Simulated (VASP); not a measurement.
# Se (R-3m) in VASP: single point with revPBE

Aim: the single point of Se with revPBE.

Program: VASP 6.6.1. These are calculated values, not measurements. Logs are shortened: lines on timing, memory, paths and dates and some standing lists are left out, and cuts for length are marked.

## 1. The cell of the first run

It takes space group R-3m (No. 166, trigonal). Conventional cell: a = 3.850 Å, b = 3.850 Å, c = 2.645 Å, α = 90.00°, β = 90.00°, γ = 120.00°. Within 3.2 Å of Se (site symmetry -3m) lie 14 Se at 2.39 to 2.84 Å.

## 2. Single point, revPBE

Input file INCAR:

```
PREC = Accurate ; ENCUT = 520
EDIFF = 1E-6 ; ISMEAR = -1
SIGMA = 0.1 ; LREAL = False
LASPH = True ; NELM = 60
ALGO = Normal ; ISIF = 2
LWAVE = False ; LCHARG = False
GGA = RE ; NBANDS = 9
```

Input file KPOINTS:

```
Automatic mesh
0
Gamma
  13 13 13
```

Input file POSCAR:

```
Se
1.0
    1.9250000000      1.1113992700      0.8816666700
   -1.9250000000      1.1113992700      0.8816666700
    0.0000000000     -2.2227985400      0.8816666700
Se
1
Direct
    0.0000000000      0.0000000000      0.0000000000
```

Potentials or basis: VASP PAW PBE potentials, release 64 (Se).

On the command line:

```
$ cat potpaw_PBE.64/Se/POTCAR > POTCAR
$ mpirun -np 1 vasp_std > vasp.out
```

OUTCAR:

```text
PREC = Accurate
   ENCUT = 520
   EDIFF = 1E-6
   ISMEAR = -1
   LREAL = False
   LASPH = True
   NELM = 60
   ISIF = 2
   GGA = RE

 ion  position               nearest neighbor table
   1  0.000  0.000  0.000-

  LATTYP: Found a trigonal (rhomboedric) cell.
 ALAT       =     2.3912694232
 COS(alpha) =    -0.2960878580

  Lattice vectors:

 A1 = (   1.9250000000,   1.1113992700,   0.8816666700)
 A2 = (  -1.9250000000,   1.1113992700,   0.8816666700)
 A3 = (   0.0000000000,  -2.2227985400,   0.8816666700)

Analysis of symmetry for initial positions (statically):
=====================================================================
 Subroutine PRICEL returns:
 Original cell was already a primitive cell.

 Routine SETGRP: Setting up the symmetry group for a
 trigonal (rhombohedral) supercell.

 Subroutine GETGRP returns: Found 12 space group operations
 (whereof 12 operations were pure point group operations)
 out of a pool of 12 trial point group operations.

The static configuration has the point symmetry D_3d.

Analysis of symmetry for dynamics (positions and initial velocities):
=====================================================================
 Subroutine PRICEL returns:
 Original cell was already a primitive cell.

 Routine SETGRP: Setting up the symmetry group for a
 trigonal (rhombohedral) supercell.

 Subroutine GETGRP returns: Found 12 space group operations
 (whereof 12 operations were pure point group operations)
 out of a pool of 12 trial point group operations.

The dynamic configuration has the point symmetry D_3d.

 Subroutine INISYM returns: Found 12 space group operations
 (whereof 12 operations are pure point group operations),
 and found     1 'primitive' translations

----------------------------------------------------------------------------------------

                                     Primitive cell

  volume of cell :      11.3177

  direct lattice vectors                    reciprocal lattice vectors
     1.925000000  1.111399270  0.881666670     0.259740260  0.149961109  0.378071832
    -1.925000000  1.111399270  0.881666670    -0.259740260  0.149961109  0.378071832
     0.000000000 -2.222798540  0.881666670     0.000000000 -0.299922217  0.378071832

  length of vectors
[... 79 lines left out ...]
   NELM   =     60;   NELMIN=  2; NELMDL= -5     # of ELM steps
   EDIFF  = 0.1E-05   stopping-criterion for ELM
   LREAL  =      F    real-space projection
   EDIFFG = 0.1E-04   stopping-criterion for IOM
   NSW    =      0    number of steps for IOM
   IBRION =     -1    ionic relax: 0-MD 1-quasi-New 2-CG
   NFREE  =      0    steps in history (QN), initial steepest desc. (CG)
   ISIF   =      2    stress and relaxation
   ISYM   =      2    0-nonsym 1-usesym 2-fastsym
   POTIM  = 0.5000    time-step for ionic-motion
   TEBEG  =    0.0;   TEEND  =   0.0 temperature during run
   PSTRESS=    0.0 pullay stress
   NELECT =       6.0000    total number of electrons
   NUPDOWN=      -1.0000    fix difference up-down
   EMIN   =  10.00;   EMAX   =-10.00  energy-range for DOS
   EFERMI =   0.00;   METHOD = LEGACY
   ISMEAR =    -1;   SIGMA  =   0.10  broadening in eV -4-tet -1-fermi 0-gaus
   EFERMI_NEDOS =   21; number of points for ismear=-14 and -15
   IALGO  =     38    algorithm
   IMIX   =      4    mixing-type and parameters
     AMIX     =   0.40;   BMIX     =  1.00
     AMIX_MAG =   1.60;   BMIX_MAG =  1.00
  volume/ion in A,a.u.               =      11.32        76.38
  Fermi-wavevector in a.u.,A,eV,Ry     =   1.324971  2.503832 23.885687  1.755548
  Thomas-Fermi vector in A             =   2.454466
   LORBIT       =      0    0 simple, 1 ext, 2 COOP (PROOUT), +10 PAW based schemes
   GGA     = RE    functional components
   LHFCALC =     F    Hartree Fock is set to
   AEXX    =    0.0000 exact exchange contribution
   IVDW    =     0    specifies the selected vdW correction
   LEPSILON=     F    determine dielectric tensor
   LRPA    =     F    only Hartree local field effects (RPA)
 non-spin polarized calculation
  energy-cutoff  :      520.00
  volume of cell :       11.32
 maximum number of plane-waves:       315
 NGX is ok and might be reduce to    18
   NGX =  9   NGY =  9   NGZ =  9

 number of electron       6.0000000 magnetization

 Free energy of the ion-electron system (eV)
  ---------------------------------------------------
  ext. energy  EPLUGINS =         0.00000000
  ---------------------------------------------------
  free energy    TOTEN  =         0.17646447 eV

  energy without entropy =        0.18774114  energy(sigma->0) =        0.18210280

 E-fermi :  14.9957     XC(G=0): -13.4367

 val. band max:       14.9930824616   @ k =   0.4615   0.3846   0.3846
 cond. band min:      15.0042420616   @ k =  -0.3077   0.3077   0.0000
 fundamental gap:      0.0111596001
 Fermi energy:        14.9956636289

 k-point     1 :       0.0000    0.0000    0.0000
  band No.  band energies     occupation
      1      -8.7186      2.00000
      2      20.4809      0.00000
      3      22.7603      0.00000
      4      22.7603      0.00000
      5      27.2920      0.00000
      6      27.2920      0.00000
      7      29.7570      0.00000
      8      33.4219      0.00000
      9      33.4227      0.00000
[... 265 lines left out ...]
 k-point    24 :       0.4615    0.1538    0.0000
  band No.  band energies     occupation
      1      -1.0069      2.00000
      2       2.5896      2.00000
      3      12.3637      2.00000
      4      17.8890      0.00000
      5      24.9152      0.00000
      6      29.4678      0.00000
      7      34.9066      0.00000
      8      36.2531      0.00000
      9      41.1621      0.00000

 [... further k-points ...]

------------------------ aborting loop because EDIFF is reached ----------------------------------------

  FORCE on cell =-STRESS in cart. coord.  units (eV):
  Direction    XX          YY          ZZ          XY          YZ          ZX
  --------------------------------------------------------------------------------------
  -------------------------------------------------------------------------------------
  Total       11.6905868     11.6905868     11.1401228      0.0000000      0.0000000      0.0000000
  in kB     1654.9709591   1654.9709644   1577.0448613      0.0000000      0.0000000      0.0000000
  external PRESSURE =    1628.9955949 kB  Pullay stress =       0.0000000 kB

 VOLUME and BASIS-vectors are now :
 -----------------------------------------------------------------------------
  energy-cutoff  :      520.00
  volume of cell :       11.32
      direct lattice vectors                 reciprocal lattice vectors
     1.925000000  1.111399270  0.881666670     0.259740260  0.149961109  0.378071832
    -1.925000000  1.111399270  0.881666670    -0.259740260  0.149961109  0.378071832
     0.000000000 -2.222798540  0.881666670     0.000000000 -0.299922217  0.378071832

 POSITION                                       TOTAL-FORCE (eV/Angst)
 -----------------------------------------------------------------------------------
      0.00000      0.00000      0.00000         0.000000     -0.000000      0.000000
 -----------------------------------------------------------------------------------
    total drift:                               -0.000000      0.000000      0.000000

  FREE ENERGIE OF THE ION-ELECTRON SYSTEM (eV)
  ---------------------------------------------------
  free  energy   TOTEN  =         0.1764644677 eV

  energy  without entropy=        0.1877411411  energy(sigma->0) =        0.18210280
```

Run time: 9.6 s. Hardware: 1 thread of Intel Xeon Platinum 8488C (Sapphire Rapids), shared host; peak memory 0.13 GiB.

Results:

| Item | Value |
| --- | --- |
| Free energy | 0.1765 eV |
| Pressure | 162.9 GPa |
| Band gap on the k mesh | zero (band 3 reaches 22.76 eV, above the bottom of band 4 at 7.79 eV) |

Stress tensor (GPa, compression positive):
```
165.50   0.00   0.00
  0.00 165.50   0.00
  0.00   0.00 157.70
```

Caveat: the PAW data sets were made with another functional, which shifts forces and pressure a little.
